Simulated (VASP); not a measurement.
# BN (P6_3mc) in VASP: G0W0 quasiparticle levels with PBE

Aim: the G0W0 quasiparticle levels of BN with PBE.

Program: VASP 6.6.1. These are calculated values, not measurements. Logs are shortened: lines on timing, memory, paths and dates and some standing lists are left out, and cuts for length are marked.

**1. The cell of the first run**

The structure is hexagonal, space group P6_3mc (No. 186). The conventional cell has a = 2.569 Å, b = 2.569 Å, c = 4.250 Å, α = 90.00°, β = 90.00°, γ = 120.00°. Within 2.1 Å of B (site symmetry 3m) lie 4 N at 1.58 to 1.59 Å. N (site symmetry 3m) has 4 B at 1.58 to 1.59 Å within 2.1 Å.

**2. G0W0 quasiparticle levels, PBE**

POSCAR reads:

```
BN
1.0
    2.5693894996      0.0000000000      0.0000000000
   -1.2846947498      2.2251565788      0.0000000000
    0.0000000000      0.0000000000      4.2498934949
B N
2 2
Direct
    0.3333333333      0.6666666667      0.0000783236
    0.6666666667      0.3333333333      0.5000783236
    0.3333333333      0.6666666667      0.3749216764
    0.6666666667      0.3333333333      0.8749216764
```

INCAR.step1 reads:

```
PREC = Accurate
ENCUT = 500
EDIFF = 1E-8
ISMEAR = 0
SIGMA = 0.01
LREAL = False
LASPH = True
NELM = 100
ALGO = Normal
LWAVE = True
LCHARG = False
GGA = PE
```

INCAR.step2 reads:

```
PREC = Accurate
ENCUT = 500
EDIFF = 1E-8
ISMEAR = 0
SIGMA = 0.01
LREAL = False
LASPH = True
NELM = 1
ALGO = Exact
LWAVE = True
LCHARG = False
GGA = PE
NBANDS = 109
LOPTICS = True
ISTART = 1
```

INCAR.step3 reads:

```
PREC = Accurate
ENCUT = 500
EDIFF = 1E-8
ISMEAR = 0
SIGMA = 0.01
LREAL = False
LASPH = True
ALGO = EVGW0
LWAVE = False
LCHARG = False
GGA = PE
NELMGW = 1
NBANDS = 109
ENCUTGW = 150.0
NOMEGA = 96
PRECFOCK = Fast
ISTART = 1
NBANDSGW = 16
OMEGAMAX = 20
```

KPOINTS reads:

```
regular mesh
0
Gamma
  6 6 4
```

Potentials or basis: VASP PAW PBE potentials, release 64 (B_GW, N_GW).

The run is started by

```console
> cat potpaw_PBE.64/B_GW/POTCAR potpaw_PBE.64/N_GW/POTCAR > POTCAR
> cp INCAR.step1 INCAR
> mpirun -np 1 vasp_std > vasp.out
> cp INCAR.step2 INCAR
> mpirun -np 1 vasp_std > vasp.out
> cp INCAR.step3 INCAR
> mpirun -np 1 vasp_std > vasp.out
```

OUTCAR:

```text
PREC = Accurate
   ENCUT = 500
   EDIFF = 1E-8
   ISMEAR = 0
   LREAL = False
   LASPH = True
   GGA = PE
   NELMGW = 1
   ENCUTGW = 150.0
   PRECFOCK = Fast
   ISTART = 1

 ion  position               nearest neighbor table
   1  0.333  0.667  0.000-   4 1.58   4 1.58   4 1.58   3 1.59
   2  0.667  0.333  0.500-   3 1.58   3 1.58   3 1.58   4 1.59
   3  0.333  0.667  0.375-   2 1.58   2 1.58   2 1.58   1 1.59
   4  0.667  0.333  0.875-   1 1.58   1 1.58   1 1.58   2 1.59

  LATTYP: Found a hexagonal cell.
 ALAT       =     2.5693894996
 C/A-ratio  =     1.6540479735

  Lattice vectors:

 A1 = (   2.5693894996,   0.0000000000,   0.0000000000)
 A2 = (  -1.2846947498,   2.2251565788,   0.0000000000)
 A3 = (   0.0000000000,   0.0000000000,   4.2498934949)

Analysis of symmetry for initial positions (statically):
=====================================================================
 Subroutine PRICEL returns:
 Original cell was already a primitive cell.

 Routine SETGRP: Setting up the symmetry group for a
 hexagonal supercell.

 Subroutine GETGRP returns: Found 12 space group operations
 (whereof  6 operations were pure point group operations)
 out of a pool of 24 trial point group operations.

The static configuration has the point symmetry C_3v.
 The point group associated with its full space group is C_6v.

Analysis of symmetry for dynamics (positions and initial velocities):
=====================================================================
 Subroutine PRICEL returns:
 Original cell was already a primitive cell.

 Routine SETGRP: Setting up the symmetry group for a
 hexagonal supercell.

 Subroutine GETGRP returns: Found 12 space group operations
 (whereof  6 operations were pure point group operations)
 out of a pool of 24 trial point group operations.

The dynamic configuration has the point symmetry C_3v.
 The point group associated with its full space group is C_6v.

 Subroutine INISYM returns: Found 12 space group operations
 (whereof  6 operations are pure point group operations),
 and found     1 'primitive' translations

----------------------------------------------------------------------------------------

                                     Primitive cell

  volume of cell :      24.2979

  direct lattice vectors                    reciprocal lattice vectors
     2.569389500  0.000000000  0.000000000     0.389197512  0.224703288  0.000000000
    -1.284694750  2.225156579  0.000000000     0.000000000  0.449406576  0.000000000
     0.000000000  0.000000000  4.249893495     0.000000000  0.000000000  0.235300014

  length of vectors
     2.569389500  2.569389500  4.249893495     0.449406576  0.449406576  0.235300014

  position of ions in fractional coordinates (direct lattice)
     0.333333333  0.666666667  0.000078324
     0.666666667  0.333333333  0.500078324
     0.333333333  0.666666667  0.374921676
     0.666666667  0.333333333  0.874921676

  ion indices of the primitive-cell ions
   primitive index   ion index
                 1           1
                 2           2
                 3           3
                 4           4

----------------------------------------------------------------------------------------

 KPOINTS: regular mesh

Automatic generation of k-mesh.
 Grid dimensions read from file:
 generate k-points for:    6    6    4

 Generating k-lattice:

  Cartesian coordinates                     Fractional coordinates (reciprocal lattice)
     0.064866252  0.037450548  0.000000000     0.166666667 -0.000000000  0.000000000
     0.000000000  0.074901096  0.000000000     0.000000000  0.166666667  0.000000000
     0.000000000  0.000000000  0.058825004     0.000000000  0.000000000  0.250000000

  Length of vectors
     0.074901096  0.074901096  0.058825004

  Shift w.r.t. Gamma in fractional coordinates (k-lattice)
     0.000000000  0.000000000  0.000000000

 Subroutine IBZKPT returns following result:
 ===========================================

 Found     21 irreducible k-points:

 Following reciprocal coordinates:
            Coordinates               Weight
  0.000000  0.000000  0.000000      1.000000
  0.166667 -0.000000  0.000000      6.000000
  0.333333  0.000000  0.000000      6.000000
  0.500000  0.000000  0.000000      3.000000
  0.166667  0.166667  0.000000      6.000000
  0.333333  0.166667  0.000000     12.000000
[... 13 lines left out ...]
  0.333333  0.166667  0.500000     12.000000
  0.333333  0.333333  0.500000      2.000000
   k-points           NKPTS =     21   k-points in BZ     NKDIM =    144   number of bands    NBANDS=    109
   number of dos      NEDOS =    301   number of ions     NIONS =      4
   total plane-waves  NPLWV =  12800
   dimension x,y,z NGX =    20 NGY =   20 NGZ =   32
   dimension x,y,z NGXF=    40 NGYF=   40 NGZF=   64
   ions per type =               2   2
   NGX,Y,Z   is equivalent  to a cutoff of  12.94, 12.94, 12.52 a.u.
   NGXF,Y,Z  is equivalent  to a cutoff of  25.88, 25.88, 25.04 a.u.
 SYSTEM =  unknown system
   PREC   = accura    normal or accurate (medium, high low for compatibility)
   ISTART =      1    job   : 0-new  1-cont  2-samecut
   ICHARG =      0    charge: 1-file 2-atom 10-const
   ISPIN  =      1    spin polarized calculation?
   LNONCOLLINEAR =      F non collinear calculations
   LSORBIT =      F    spin-orbit coupling
   LASPH  =      T    aspherical Exc in radial PAW
   ENCUT  =  500.0 eV  36.75 Ry    6.06 a.u.   4.68  4.68  7.75*2*pi/ulx,y,z
   NELM   =     60;   NELMIN=  2; NELMDL=  0     # of ELM steps
   EDIFF  = 0.1E-07   stopping-criterion for ELM
   LREAL  =      F    real-space projection
   EDIFFG = 0.1E-06   stopping-criterion for IOM
   NSW    =      0    number of steps for IOM
   IBRION =     -1    ionic relax: 0-MD 1-quasi-New 2-CG
   NFREE  =      0    steps in history (QN), initial steepest desc. (CG)
   ISIF   =      0    stress and relaxation
   ISYM   =      3    0-nonsym 1-usesym 2-fastsym
   POTIM  = 0.5000    time-step for ionic-motion
   TEBEG  =    0.0;   TEEND  =   0.0 temperature during run
   PSTRESS=    0.0 pullay stress
   NELECT =      16.0000    total number of electrons
   NUPDOWN=      -1.0000    fix difference up-down
   EMIN   =  10.00;   EMAX   =-10.00  energy-range for DOS
   EFERMI =   0.00;   METHOD = LEGACY
   ISMEAR =     0;   SIGMA  =   0.01  broadening in eV -4-tet -1-fermi 0-gaus
   EFERMI_NEDOS =   21; number of points for ismear=-14 and -15
   IALGO  =     38    algorithm
   IMIX   =      4    mixing-type and parameters
     AMIX     =   0.40;   BMIX     =  1.00
     AMIX_MAG =   1.60;   BMIX_MAG =  1.00
  volume/ion in A,a.u.               =       6.07        40.99
  Fermi-wavevector in a.u.,A,eV,Ry     =   1.424269  2.691478 27.599985  2.028542
  Thomas-Fermi vector in A             =   2.544778
   LORBIT       =      0    0 simple, 1 ext, 2 COOP (PROOUT), +10 PAW based schemes
   GGA     = PE    functional components
   LHFCALC =     T    Hartree Fock is set to
   PRECFOCK=fast      Normal, Fast or Accurate (Low or Medium for compatibility)
   ENCUT4O =  -1.0   cutoff for four orbital integrals eV
   NKREDX  =     1    reduce k-point grid by
   NKREDY  =     1    reduce k-point grid by
   NKREDZ  =     1    reduce k-point grid by
   AEXX    =    1.0000 exact exchange contribution
   HFSCREEN=    0.0000 screening length (either q_TF or 0.3 A-1)
   HFSCREENC=   0.0000 screening length for correlation (either q_TF or 0.3 A-1)
   ENCUTFOCK=  -1.0 apply spherical cutoff to Coloumb kernel
   IVDW    =     0    specifies the selected vdW correction
   LEPSILON=     F    determine dielectric tensor
   LRPA    =     F    only Hartree local field effects (RPA)
   LRPAFORCE           =     F    calculate RPA forces
   ENCUTGW             = 150.0    cutoff for response function in eV
   ENCUTGWSOFT         = 120.0    soft cutoff for Coulomb kernel in GW response function in eV
   ENCUTLF             =  -1.0    cutoff for local field effects
   NELMGW              =     1    number of iterations in solving QP/BSE equation
   NELMHF              =     1    number of iterations in the inner HF iteration
   NKREDLFX            =     1    NKREDLFY  =   1   NKREDLFZ  =   1
 non-spin polarized calculation
 Gauss-broadening in eV      SIGMA  =   0.01
  energy-cutoff  :      500.00
  volume of cell :       24.30
 maximum number of plane-waves:       640
 NGX is ok and might be reduce to    20
  NGX = 12; NGY = 12; NGZ = 20
   NGX =  9   NGY =  9   NGZ = 15
 maximum number of plane-waves:       116

 QP shifts <psi_nk| G(iteration)W_0 |psi_nk>: iteration 1
 for sc-GW calculations column KS-energies equals QP-energies in previous step
 and V_xc(KS)=  KS-energies - (<T + V_ion + V_H > + <T+V_H+V_ion>^1  + <V_x>^1)

 k-point   1 :       0.0000    0.0000    0.0000
  band No.  KS-energies  QP-energies   sigma(KS)   V_xc(KS)     V^pw_x(r,r')   Z            occupation Imag(sigma)

      1     -12.8182     -14.7347     -17.8764     -15.4325     -26.3699       0.7842       2.0000       1.3419
      2      -8.7940     -10.3151     -18.7694     -16.7820     -26.6511       0.7654       2.0000       0.8059
      3      -3.3878      -4.9305     -16.4097     -14.3611     -21.4986       0.7530       2.0000       0.1214
      4       5.2006       4.2384     -18.4812     -17.3039     -21.5018       0.8173       2.0000       0.0323
      5       5.2006       4.2384     -18.4812     -17.3039     -21.5018       0.8173       2.0000       0.0323
      6       7.0221       6.2682     -19.0157     -18.1005     -21.6051       0.8238       2.0000       0.0278
[... 8 lines left out ...]
     15      18.9620      20.5098     -12.6862     -14.5804      -6.9208       0.8172       0.0000      -0.0553
     16      23.1381      24.7362     -14.3696     -16.4411      -7.4175       0.7715       0.0000      -0.1087

 k-point   2 :       0.1667   -0.0000    0.0000
  band No.  KS-energies  QP-energies   sigma(KS)   V_xc(KS)     V^pw_x(r,r')   Z            occupation Imag(sigma)

      1     -12.2324     -14.0739     -17.8944     -15.5384     -26.3008       0.7816       2.0000       1.2682
      2      -8.3596      -9.8419     -18.8822     -16.9186     -26.6587       0.7549       2.0000       0.7291
      3      -2.8054      -4.3421     -16.4976     -14.4756     -21.3946       0.7600       2.0000       0.1019
      4       2.8860       1.6740     -17.8587     -16.3579     -21.3368       0.8075       2.0000       0.0404
      5       4.2823       3.2318     -18.1528     -16.8628     -21.3301       0.8144       2.0000       0.0345
      6       5.2992       4.3279     -18.7264     -17.5367     -21.7889       0.8165       2.0000       0.0329
[... 8 lines left out ...]
     15      20.4998      22.1464     -13.0845     -15.1299      -6.9283       0.8050       0.0000      -0.0662
     16      22.3172      23.7104     -13.3324     -15.0902      -6.9502       0.7926       0.0000      -0.0858

 k-point   3 :       0.3333    0.0000    0.0000
  band No.  KS-energies  QP-energies   sigma(KS)   V_xc(KS)     V^pw_x(r,r')   Z            occupation Imag(sigma)

      1     -10.5801     -12.2550     -18.0778     -15.9229     -26.2030       0.7773       2.0000       1.0291
      2      -7.4361      -8.8647     -19.2024     -17.2953     -26.7658       0.7491       2.0000       0.5953
      3      -1.1893      -2.6686     -16.7397     -14.8408     -21.1328       0.7790       2.0000       0.0702
      4      -0.7645      -2.2730     -17.1924     -15.2605     -21.6318       0.7808       2.0000       0.0679
      5       1.8306       0.5105     -18.1653     -16.5125     -22.0972       0.7987       2.0000       0.0491
      6       2.9503       1.7782     -17.8622     -16.4124     -21.3375       0.8085       2.0000       0.0401
[... 334 lines left out ...]
      1      -8.2397      -9.7129     -18.7767     -16.8173     -26.4626       0.7518       2.0000       0.6922
      2      -8.2397      -9.7129     -18.7767     -16.8173     -26.4626       0.7518       2.0000       0.6922
      3      -1.6198      -3.1568     -17.1591     -15.1687     -21.8766       0.7722       2.0000       0.0820
      4      -1.6198      -3.1568     -17.1591     -15.1687     -21.8766       0.7722       2.0000       0.0820
      5       1.8546       0.5761     -17.3920     -15.8022     -21.0282       0.8042       2.0000       0.0446
      6       1.8546       0.5761     -17.3920     -15.8022     -21.0282       0.8042       2.0000       0.0446
[... 8 lines left out ...]
     15      23.0944      24.7716     -14.0715     -16.2329      -7.1514       0.7760       0.0000      -0.1037
     16      23.0944      24.7716     -14.0715     -16.2329      -7.1514       0.7760       0.0000      -0.1037

 k-point  21 :       0.3333    0.3333    0.5000
  band No.  KS-energies  QP-energies   sigma(KS)   V_xc(KS)     V^pw_x(r,r')   Z            occupation Imag(sigma)

      1      -7.5384      -8.9623     -19.1738     -17.2696     -26.7624       0.7478       2.0000       0.6095
      2      -7.5384      -8.9623     -19.1738     -17.2696     -26.7624       0.7478       2.0000       0.6095
      3      -1.3959      -2.9711     -17.2631     -15.2287     -21.9518       0.7743       2.0000       0.0782
      4      -1.3959      -2.9711     -17.2631     -15.2287     -21.9518       0.7743       2.0000       0.0782
      5      -0.2395      -1.6419     -16.6050     -14.8326     -20.6314       0.7912       2.0000       0.0583
      6      -0.2395      -1.6419     -16.6050     -14.8326     -20.6314       0.7912       2.0000       0.0583
[... 8 lines left out ...]
     15      23.5015      25.2021     -14.1495     -16.3615      -6.9900       0.7688       0.0000      -0.1163
     16      23.5015      25.2021     -14.1495     -16.3615      -6.9900       0.7688       0.0000      -0.1163
```

Run time: 6.6 min. Hardware: 1 thread of AMD EPYC 7R43 (Zen 3), shared host; peak memory 0.38 GiB.

What came out:

```yaml
Quasiparticle_gap: 6.69 eV
Least_direct_quasiparticle_gap: 10.04 eV
Band_gap_of_the_starting_levels_on_the_mesh: 5.25 eV
Least_direct_gap_of_the_starting_levels_on_the_mesh: 8.17 eV
```

Caveat: the k points lie up to 0.47 Å⁻¹ apart; bands, screening cutoff and mesh are small and nothing is extrapolated, so the quasiparticle values aren't converged; the structure was generated, so it needn't be the stable form of BN.
